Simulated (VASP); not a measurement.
Here is a VASP 6.6.1 calculation.

The input POSCAR:

```
CoSn
1.0
    5.2432858211      0.0000000000      0.0000000000
   -2.6216429105      4.5408187204      0.0000000000
    0.0000000000      0.0000000000      4.1841525298
Co Sn
3 3
Direct
    0.0000000000      0.5000000000      0.0000000000
    0.5000000000      0.5000000000      0.0000000000
    0.5000000000      0.0000000000      0.0000000000
    0.6666666667      0.3333333333      0.5000000000
    0.3333333333      0.6666666667      0.5000000000
    0.0000000000      0.0000000000      0.0000000000
```

INCAR.step1

```
PREC = Accurate
ENCUT = 520
ISMEAR = 0
SIGMA = 0.1
LREAL = F
LASPH = T
NELM = 100
NBANDS = 44
GGA = PE
ALGO = Normal
EDIFF = 1E-4
LWAVE = T
LCHARG = F
```

File INCAR.step2:

```
PREC = Accurate
ENCUT = 520
EDIFF = 1E-7
ISMEAR = 0
SIGMA = 0.1
LREAL = F
LASPH = T
NELM = 100
ALGO = Normal
ISIF = 2
LWAVE = F
LCHARG = F
METAGGA = R2SCAN
LMIXTAU = T
NBANDS = 44
ISTART = 1
```

KPOINTS

```
regular mesh
0
Gamma
  9 9 8
```

Potentials or basis: VASP PAW PBE potentials, release 64 (Co, Sn_d).

Command:

```bash
$ cat potpaw_PBE.64/Co/POTCAR potpaw_PBE.64/Sn_d/POTCAR > POTCAR
$ cp INCAR.step1 INCAR
$ mpirun -np 1 vasp_std > vasp.out
$ cp INCAR.step2 INCAR
$ mpirun -np 1 vasp_std > vasp.out
```

Q: What does it give for the pressure?

A: 0.2 GPa.

Stress tensor (GPa, compression positive):
```
0.27 0.00 0.00
0.00 0.27 0.00
0.00 0.00 0.19
```

Caveat: the PAW data sets were made with another functional, which shifts forces and pressure a little; spin-orbit coupling is left out, which moves the levels of the heavy elements. Spin polarisation is off, so any magnetic state and its effect on volume and gap are missing.
